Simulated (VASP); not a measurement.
The system is Se.

```
CELL_PARAMETERS angstrom
3.53450 0.00000 0.00000
0.00000 3.53450 0.00000
0.00000 0.00000 2.56513
ATOMIC_POSITIONS crystal
Se 0.00000 0.00000 0.00000
```

The cell was built from a structure type or drawn by symmetry, and may not be a known phase.

| Item | Value |
| --- | --- |
| Program | VASP 6.6.1 |
| Task | relaxation of cell and atoms |
| Functional | PBE |
| Potentials or basis | VASP PAW PBE potentials, release 64 (Se) |
| Cutoff | 600 eV |
| k mesh | 6 × 6 × 6 |
| Occupations | gaussian, width 0.1 eV |
| Spin | no spin polarisation |

At the start: pressure -5.9 GPa; volume 32.05 Å³/atom.

Question: Where does the relaxation end?

Answer: Over 12 steps the energy falls by 176.6 meV/atom and the volume is 23.95 Å³/atom (-25.3 %); space group P4/mmm (No. 123, to 0.1 Å) before and after.

The path:
| step | energy change (eV) | largest force (eV/Å) | pressure (GPa) | volume (Å³) |
| --- | --- | --- | --- | --- |
| 1 | 0.0000 | 0.0000 | -5.88 | 32.05 |
| 2 | 0.0642 | 0.0000 | 10.26 | 26.82 |
| 3 | -0.0832 | 0.0000 | -0.92 | 29.56 |
| 4 | -0.0833 | 0.0000 | -0.71 | 29.49 |
| 5 | -0.0833 | 0.0000 | -0.57 | 29.44 |
| 6 | -0.0887 | 0.0000 | -0.67 | 28.88 |
| 7 | -0.1119 | 0.0000 | -0.96 | 27.21 |
| 8 | -0.1763 | 0.0000 | 0.27 | 23.98 |
| 9 | -0.1760 | 0.0000 | 0.64 | 23.69 |
| 10 | -0.1764 | 0.0000 | 0.40 | 23.88 |
| 11 | -0.1714 | 0.0000 | -1.55 | 24.32 |
| 12 | -0.1766 | 0.0000 | 0.06 | 23.95 |

Final structure:
```
CELL_PARAMETERS angstrom
3.09330 0.00000 0.00000
0.00000 3.09330 0.00000
0.00000 0.00000 2.50288
ATOMIC_POSITIONS crystal
Se 0.00000 0.00000 0.00000
```

Caveat: the k points lie up to 0.42 Å⁻¹ apart in the final cell, too coarse for converged energies and pressures of a metal; the volume moved by over 15 % at a fixed basis, so the end points are rough.
